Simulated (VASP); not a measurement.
# Al2O3 (R-3c) in VASP: settings compared

Al2O3 is run at these levels: BLYP+D3(BJ), r2SCAN; tasks: single point, relaxation of cell and atoms.

Everything below comes from runs of VASP 6.6.1. Logs are shortened: lines on timing, memory, paths and dates and some standing lists are left out, and cuts for length are marked.

## Step 1: The cell of the first run

The structure is trigonal, space group R-3c (No. 167). Conventional cell: a = 4.760 Å, b = 4.760 Å, c = 12.996 Å, α = 90.00°, β = 90.00°, γ = 120.00°. Al (site symmetry 3) has 6 O at 1.85 to 1.97 Å within 2.5 Å. Within 2.9 Å of O (site symmetry 2) lie 4 Al at 1.85 to 1.97 Å and 12 O at 2.53 to 2.86 Å.

## Step 2: Single point, BLYP+D3(BJ)

Contents of INCAR:

```
SYSTEM = Al2O3
AGGAC = 1.0
AGGAX = 1.0
ALDAC = 0.0
ALDAX = 1.0
ALGO = Normal
EDIFF = 1E-7
ENCUT = 520
GGA = B5
ISIF = 2
ISMEAR = -1
IVDW = 12
LASPH = .TRUE.
LCHARG = .FALSE.
LREAL = .FALSE.
LWAVE = .FALSE.
NBANDS = 35
NELM = 60
PREC = Accurate
SIGMA = 0.05
VDW_A1 = 0.4298
VDW_A2 = 4.2359
VDW_S6 = 1.0
VDW_S8 = 2.6996
```

Contents of KPOINTS:

```
k-points
0
G
  7 7 7
  0 0 0
```

Contents of POSCAR:

```
Al2O3
1.0
    2.3802500000      1.3742379782      4.3318666667
   -2.3802500000      1.3742379782      4.3318666667
    0.0000000000     -2.7484759565      4.3318666667
Al O
4 6
Direct
    0.8521600000      0.8521600000      0.8521600000
    0.6478400000      0.6478400000      0.6478400000
    0.1478400000      0.1478400000      0.1478400000
    0.3521600000      0.3521600000      0.3521600000
    0.0566800000      0.7500000000      0.4433200000
    0.7500000000      0.4433200000      0.0566800000
    0.4433200000      0.0566800000      0.7500000000
    0.9433200000      0.2500000000      0.5566800000
    0.2500000000      0.5566800000      0.9433200000
    0.5566800000      0.9433200000      0.2500000000
```

Potentials or basis: VASP PAW PBE potentials, release 64 (Al, O).

Run with:

```console
cat potpaw_PBE.64/Al/POTCAR potpaw_PBE.64/O/POTCAR > POTCAR
mpirun -np 1 vasp_std > vasp.out
```

OUTCAR:

```text
SYSTEM = Al2O3
   EDIFF = 1E-7
   ENCUT = 520
   GGA = B5
   ISIF = 2
   ISMEAR = -1
   IVDW = 12
   LASPH = .TRUE.
   LREAL = .FALSE.
   NELM = 60
   PREC = Accurate
 IVDW          = 12

 ion  position               nearest neighbor table
   1  0.852  0.852  0.852-   8 1.85   9 1.85  10 1.85   6 1.97   7 1.97   5 1.97   2 2.66   3 2.79
                             3 2.79   3 2.79   2 3.22   2 3.22   2 3.22
   2  0.648  0.648  0.648-   9 1.85   8 1.85  10 1.85   5 1.97   7 1.97   6 1.97   1 2.66   4 2.79
                             4 2.79   4 2.79   1 3.22   1 3.22   1 3.22
   3  0.148  0.148  0.148-   5 1.85   6 1.85   7 1.85   9 1.97  10 1.97   8 1.97   4 2.66   1 2.79
                             1 2.79   1 2.79   4 3.22   4 3.22   4 3.22
   4  0.352  0.352  0.352-   6 1.85   5 1.85   7 1.85   8 1.97  10 1.97   9 1.97   3 2.66   2 2.79
                             2 2.79   2 2.79   3 3.22   3 3.22   3 3.22
   5  0.057  0.750  0.443-   3 1.85   4 1.85   2 1.97   1 1.97
   6  0.750  0.443  0.057-   4 1.85   3 1.85   1 1.97   2 1.97
   7  0.443  0.057  0.750-   3 1.85   4 1.85   1 1.97   2 1.97
   8  0.943  0.250  0.557-   1 1.85   2 1.85   4 1.97   3 1.97
   9  0.250  0.557  0.943-   2 1.85   1 1.85   3 1.97   4 1.97
  10  0.557  0.943  0.250-   1 1.85   2 1.85   3 1.97   4 1.97

  LATTYP: Found a trigonal (rhomboedric) cell.
 ALAT       =     5.1302230849
 COS(alpha) =     0.5694707703

  Lattice vectors:

 A1 = (   2.3802500000,   1.3742379782,   4.3318666667)
 A2 = (  -2.3802500000,   1.3742379782,   4.3318666667)
 A3 = (   0.0000000000,  -2.7484759565,   4.3318666667)

Analysis of symmetry for initial positions (statically):
=====================================================================
 Subroutine PRICEL returns:
 Original cell was already a primitive cell.

 Routine SETGRP: Setting up the symmetry group for a
 trigonal (rhombohedral) supercell.

 Subroutine GETGRP returns: Found 12 space group operations
 (whereof  6 operations were pure point group operations)
 out of a pool of 12 trial point group operations.

The static configuration has the point symmetry S_6 .
 The point group associated with its full space group is D_3d.

Analysis of symmetry for dynamics (positions and initial velocities):
=====================================================================
 Subroutine PRICEL returns:
 Original cell was already a primitive cell.

 Routine SETGRP: Setting up the symmetry group for a
 trigonal (rhombohedral) supercell.

 Subroutine GETGRP returns: Found 12 space group operations
 (whereof  6 operations were pure point group operations)
 out of a pool of 12 trial point group operations.

The dynamic configuration has the point symmetry S_6 .
 The point group associated with its full space group is D_3d.

 Subroutine INISYM returns: Found 12 space group operations
 (whereof  6 operations are pure point group operations),
 and found     1 'primitive' translations

----------------------------------------------------------------------------------------

                                     Primitive cell

  volume of cell :      85.0180

  direct lattice vectors                    reciprocal lattice vectors
     2.380250000  1.374237978  4.331866667     0.210061968  0.121279334  0.076949121
    -2.380250000  1.374237978  4.331866667    -0.210061968  0.121279334  0.076949121
     0.000000000 -2.748475957  4.331866667     0.000000000 -0.242558668  0.076949121

  length of vectors
     5.130223085  5.130223085  5.130223085     0.254471756  0.254471756  0.254471756

  position of ions in fractional coordinates (direct lattice)
     0.852160000  0.852160000  0.852160000
     0.647840000  0.647840000  0.647840000
     0.147840000  0.147840000  0.147840000
     0.352160000  0.352160000  0.352160000
     0.056680000  0.750000000  0.443320000
     0.750000000  0.443320000  0.056680000
     0.443320000  0.056680000  0.750000000
     0.943320000  0.250000000  0.556680000
     0.250000000  0.556680000  0.943320000
     0.556680000  0.943320000  0.250000000

  ion indices of the primitive-cell ions
   primitive index   ion index
                 1           1
                 2           2
                 3           3
                 4           4
                 5           5
                 6           6
                 7           7
                 8           8
                 9           9
                10          10

----------------------------------------------------------------------------------------

 KPOINTS: k-points

Automatic generation of k-mesh.
 Grid dimensions read from file:
 generate k-points for:    7    7    7

 Generating k-lattice:

  Cartesian coordinates                     Fractional coordinates (reciprocal lattice)
     0.030008853  0.017325619  0.010992732     0.142857143  0.000000000  0.000000000
    -0.030008853  0.017325619  0.010992732     0.000000000  0.142857143  0.000000000
     0.000000000 -0.034651238  0.010992732     0.000000000  0.000000000  0.142857143

  Length of vectors
     0.036353108  0.036353108  0.036353108

  Shift w.r.t. Gamma in fractional coordinates (k-lattice)
     0.000000000  0.000000000  0.000000000

 Subroutine IBZKPT returns following result:
 ===========================================

 Found     44 irreducible k-points:

 Following reciprocal coordinates:
            Coordinates               Weight
  0.000000  0.000000  0.000000      1.000000
  0.142857  0.000000 -0.000000      6.000000
  0.285714  0.000000 -0.000000      6.000000
  0.428571 -0.000000 -0.000000      6.000000
  0.142857  0.142857 -0.000000      6.000000
  0.285714  0.142857  0.000000     12.000000
[... 16 lines left out ...]
  0.285714  0.285714  0.142857      6.000000
  0.428571  0.285714  0.142857     12.000000
 [... further k-points ...]
   k-points           NKPTS =     44   k-points in BZ     NKDIM =     44   number of bands    NBANDS=     35
   number of dos      NEDOS =    301   number of ions     NIONS =     10
   total plane-waves  NPLWV =  64000
   dimension x,y,z NGX =    40 NGY =   40 NGZ =   40
   dimension x,y,z NGXF=    80 NGYF=   80 NGZF=   80
   ions per type =               4   6
   NGX,Y,Z   is equivalent  to a cutoff of  12.96, 12.96, 12.96 a.u.
   NGXF,Y,Z  is equivalent  to a cutoff of  25.92, 25.92, 25.92 a.u.
 SYSTEM =  Al2O3
   PREC   = accura    normal or accurate (medium, high low for compatibility)
   ISTART =      0    job   : 0-new  1-cont  2-samecut
   ICHARG =      2    charge: 1-file 2-atom 10-const
   ISPIN  =      1    spin polarized calculation?
   LNONCOLLINEAR =      F non collinear calculations
   LSORBIT =      F    spin-orbit coupling
   LASPH  =      T    aspherical Exc in radial PAW
   ENCUT  =  520.0 eV  38.22 Ry    6.18 a.u.   9.54  9.54  9.54*2*pi/ulx,y,z
   NELM   =     60;   NELMIN=  2; NELMDL= -5     # of ELM steps
   EDIFF  = 0.1E-06   stopping-criterion for ELM
   LREAL  =      F    real-space projection
   EDIFFG = 0.1E-05   stopping-criterion for IOM
   NSW    =      0    number of steps for IOM
   IBRION =     -1    ionic relax: 0-MD 1-quasi-New 2-CG
   NFREE  =      0    steps in history (QN), initial steepest desc. (CG)
   ISIF   =      2    stress and relaxation
   ISYM   =      2    0-nonsym 1-usesym 2-fastsym
   POTIM  = 0.5000    time-step for ionic-motion
   TEBEG  =    0.0;   TEEND  =   0.0 temperature during run
   PSTRESS=    0.0 pullay stress
   NELECT =      48.0000    total number of electrons
   NUPDOWN=      -1.0000    fix difference up-down
   EMIN   =  10.00;   EMAX   =-10.00  energy-range for DOS
   EFERMI =   0.00;   METHOD = LEGACY
   ISMEAR =    -1;   SIGMA  =   0.05  broadening in eV -4-tet -1-fermi 0-gaus
   EFERMI_NEDOS =   21; number of points for ismear=-14 and -15
   IALGO  =     38    algorithm
   IMIX   =      4    mixing-type and parameters
     AMIX     =   0.40;   BMIX     =  1.00
     AMIX_MAG =   1.60;   BMIX_MAG =  1.00
  volume/ion in A,a.u.               =       8.50        57.37
  Fermi-wavevector in a.u.,A,eV,Ry     =   1.353064  2.556920 24.909299  1.830782
  Thomas-Fermi vector in A             =   2.480350
   LORBIT       =      0    0 simple, 1 ext, 2 COOP (PROOUT), +10 PAW based schemes
   GGA     = B5    functional components
   LHFCALC =     F    Hartree Fock is set to
   AEXX    =    0.0000 exact exchange contribution
   IVDW    =    12    specifies the selected vdW correction
   LEPSILON=     F    determine dielectric tensor
   LRPA    =     F    only Hartree local field effects (RPA)
 non-spin polarized calculation
  energy-cutoff  :      520.00
  volume of cell :       85.02
 maximum number of plane-waves:      2304
 NGX is ok and might be reduce to    40
   NGX = 19   NGY = 19   NGZ = 19

 number of electron      48.0000013 magnetization

 Free energy of the ion-electron system (eV)
  ---------------------------------------------------
  ext. energy  EPLUGINS =         0.00000000
  ---------------------------------------------------
  free energy    TOTEN  =       -71.16951354 eV

  energy without entropy =      -71.16951354  energy(sigma->0) =      -71.16951354

 E-fermi :   7.5968     XC(G=0): -11.1320

 val. band max:        6.4693082662   @ k =   0.0000   0.0000   0.0000
 cond. band min:      12.9485275770   @ k =   0.0000   0.0000   0.0000
 fundamental gap:      6.4792193108
 Fermi energy:         7.5968408544

 k-point     1 :       0.0000    0.0000    0.0000
  band No.  band energies     occupation
      1     -12.6439      2.00000
      2     -10.3317      2.00000
      3     -10.0569      2.00000
      4     -10.0569      2.00000
      5      -9.7475      2.00000
      6      -9.7475      2.00000
[... 27 lines left out ...]
     34      20.1031      0.00000
     35      21.3549      0.00000
[... 843 lines left out ...]
      5      -9.9610      2.00000
      6      -9.6921      2.00000
[... 27 lines left out ...]
     34      20.2612      0.00000
     35      20.5766      0.00000

 [... further k-points ...]

------------------------ aborting loop because EDIFF is reached ----------------------------------------

 Edisp (eV)   -5.06837

 E8    (eV) :    -3.4759

  FORCE on cell =-STRESS in cart. coord.  units (eV):
  Direction    XX          YY          ZZ          XY          YZ          ZX
  --------------------------------------------------------------------------------------
  -------------------------------------------------------------------------------------
  Total       1.17216     1.17216     1.00157     0.00000    -0.00000     0.00000
  in kB      22.08954    22.08954    18.87465     0.00000    -0.00000     0.00000
  external pressure =       21.02 kB  Pullay stress =        0.00 kB

 VOLUME and BASIS-vectors are now :
 -----------------------------------------------------------------------------
  energy-cutoff  :      520.00
  volume of cell :       85.02
      direct lattice vectors                 reciprocal lattice vectors
     2.380250000  1.374237978  4.331866667     0.210061968  0.121279334  0.076949121
    -2.380250000  1.374237978  4.331866667    -0.210061968  0.121279334  0.076949121
     0.000000000 -2.748475957  4.331866667     0.000000000 -0.242558668  0.076949121

 POSITION                                       TOTAL-FORCE (eV/Angst)
 -----------------------------------------------------------------------------------
      0.00000     -0.00000     11.07433         0.000000     -0.000000      0.023582
      0.00000     -0.00000      8.41907         0.000000      0.000000     -0.023582
      0.00000     -0.00000      1.92127         0.000000      0.000000     -0.023582
      0.00000     -0.00000      4.57653         0.000000     -0.000000      0.023582
     -1.65027     -0.10988      5.41483         0.012825      0.022213      0.000000
      0.72998      1.48412      5.41483         0.012825     -0.022213      0.000000
      0.92030     -1.37424      5.41483        -0.025650     -0.000000     -0.000000
      1.65027      0.10988      7.58077        -0.012825     -0.022213      0.000000
     -0.72998     -1.48412      7.58077        -0.012825      0.022213      0.000000
     -0.92030      1.37424      7.58077         0.025650     -0.000000     -0.000000
 -----------------------------------------------------------------------------------
    total drift:                               -0.000000      0.000000     -0.000000

  FREE ENERGIE OF THE ION-ELECTRON SYSTEM (eV)
  ---------------------------------------------------
  free  energy   TOTEN  =       -76.2378829645 eV

  energy  without entropy=      -76.2378829645  energy(sigma->0) =      -76.23788296
```

Wall time 4.6 min (1 thread of Intel Xeon 8259CL, shared host); peak memory 0.29 GiB.

What came out:

| Quantity | Value |
| --- | --- |
| Free energy | -76.2379 eV |
| Pressure | 2.1 GPa |
| Largest force | 0.026 eV/Å |
| Band gap on the k mesh | 6.48 eV |
| Dispersion energy per atom | -0.507 eV |

Forces on the atoms (eV/Å):
```
Al   0.000  0.000  0.024
Al   0.000  0.000 -0.024
Al   0.000  0.000 -0.024
Al   0.000  0.000  0.024
O    0.013  0.022  0.000
O    0.013 -0.022  0.000
O   -0.026  0.000  0.000
O   -0.013 -0.022  0.000
O   -0.013  0.022  0.000
O    0.026  0.000  0.000
```

Stress tensor (GPa, compression positive):
```
2.21 0.00 0.00
0.00 2.21 0.00
0.00 0.00 1.89
```

Caveat: the PAW data sets were made with another functional, which shifts forces and pressure a little.

## Step 3: Relaxation of cell and atoms, r2SCAN

POSCAR is that of step 2.

Contents of INCAR.step1:

```
PREC     = Accurate       # precision mode
ENCUT    = 600            # plane-wave cutoff, eV
ISMEAR   = -1             # smearing method
SIGMA    = 0.05           # smearing width, eV
LREAL    = F              # projectors in reciprocal space
LASPH    = T              # aspherical terms in the spheres
NELM     = 60             # most SCF steps
GGA      = PE             # functional
ALGO     = Normal         # electronic algorithm
EDIFF    = 1E-4           # SCF threshold, eV
LWAVE    = T              # write WAVECAR
LCHARG   = F              # write CHGCAR
```

Contents of INCAR.step2:

```
PREC     = Accurate       # precision mode
ENCUT    = 600            # plane-wave cutoff, eV
EDIFF    = 1E-7           # SCF threshold, eV
ISMEAR   = -1             # smearing method
SIGMA    = 0.05           # smearing width, eV
LREAL    = F              # projectors in reciprocal space
LASPH    = T              # aspherical terms in the spheres
NELM     = 60             # most SCF steps
ALGO     = Normal         # electronic algorithm
ISIF     = 3              # what is computed and relaxed
LWAVE    = F              # write WAVECAR
LCHARG   = F              # write CHGCAR
METAGGA  = R2SCAN         # meta-GGA
LMIXTAU  = T            
IBRION   = 2              # ionic algorithm
NSW      = 60             # ionic steps
EDIFFG   = -0.01          # ionic threshold
ISTART   = 1
```

Contents of KPOINTS:

```
Automatic mesh
0
Gamma
  7 7 7
```

Potentials or basis: VASP PAW PBE potentials, release 64 (Al, O).

Run with:

```console
cat potpaw_PBE.64/Al/POTCAR potpaw_PBE.64/O/POTCAR > POTCAR
cp INCAR.step1 INCAR
mpirun -np 1 vasp_std > vasp.out
cp INCAR.step2 INCAR
mpirun -np 1 vasp_std > vasp.out
```

Run time: 49 min. Hardware: 1 thread of Oxide Virtual Turin-like, shared host; peak memory 0.31 GiB.

The run converged. Its results:

```yaml
Free_energy: -96.2951 eV
Relaxed_volume: 8.47 Å³/atom
Relaxed_cell: a = 5.123 Å, b = 5.123 Å, c = 5.123 Å, α = 55.30°, β = 55.30°, γ = 55.30°
Space_group_after_relaxing_to_0.1_Å: R-3c (No. 167)
Energy_gained_by_relaxing: 0.2 meV/atom
Ionic_steps: 5
Pressure_after_relaxing: 0.0 GPa
Largest_force_after_relaxing: 0.007 eV/Å
Band_gap_on_the_k_mesh: 7.20 eV
```

Forces in eV/Å, atoms in the order of the input:
```
Al   0.000  0.000  0.000
Al   0.000  0.000  0.000
Al   0.000  0.000  0.000
Al   0.000  0.000  0.000
O    0.004  0.006  0.000
O    0.004 -0.006  0.000
O   -0.007  0.000  0.000
O   -0.004 -0.006  0.000
O   -0.004  0.006  0.000
O    0.007  0.000  0.000
```

Stress tensor (GPa, compression positive):
```
-0.09  0.00  0.00
 0.00 -0.09  0.00
 0.00  0.00  0.06
```

The path:
```
step  energy change (eV)  largest force (eV/Å)  pressure (GPa)  volume (Å³)
   1              0.0000                0.0808           -1.02        85.02
   2             -0.0012                0.0283            1.03        84.36
   3             -0.0021                0.0327            0.25        84.61
   4             -0.0021                0.0356            0.17        84.63
   5             -0.0022                0.0074           -0.04        84.70
```

Final structure:
```cif
data_structure
_symmetry_space_group_name_H-M 'P 1'
_symmetry_Int_Tables_number 1
_cell_length_a 5.1233
_cell_length_b 5.1233
_cell_length_c 5.1233
_cell_angle_alpha 55.298
_cell_angle_beta 55.298
_cell_angle_gamma 55.298
_cell_volume 84.70
loop_
_atom_site_label
_atom_site_type_symbol
_atom_site_fract_x
_atom_site_fract_y
_atom_site_fract_z
_atom_site_occupancy
Al1 Al 0.85185 0.85185 0.85185 1
Al2 Al 0.64815 0.64815 0.64815 1
Al3 Al 0.14815 0.14815 0.14815 1
Al4 Al 0.35185 0.35185 0.35185 1
O1 O 0.05620 0.75000 0.44380 1
O2 O 0.75000 0.44380 0.05620 1
O3 O 0.44380 0.05620 0.75000 1
O4 O 0.94380 0.25000 0.55620 1
O5 O 0.25000 0.55620 0.94380 1
O6 O 0.55620 0.94380 0.25000 1
```

Levels at points of the mesh, in eV from the valence-band top:
```
           k point  band 20  band 21  band 22  band 23  band 24  band 25  band 26  band 27  band 28  band 29
(0.00, 0.00, 0.00)    -0.53    -0.53    -0.05    -0.05     0.00     7.20    10.14    12.00    12.63    12.63
```

Caveat: the PAW data sets were made with another functional, which shifts forces and pressure a little. r2SCAN opens gaps a little over a GGA but as a rule still falls short of measured ones.
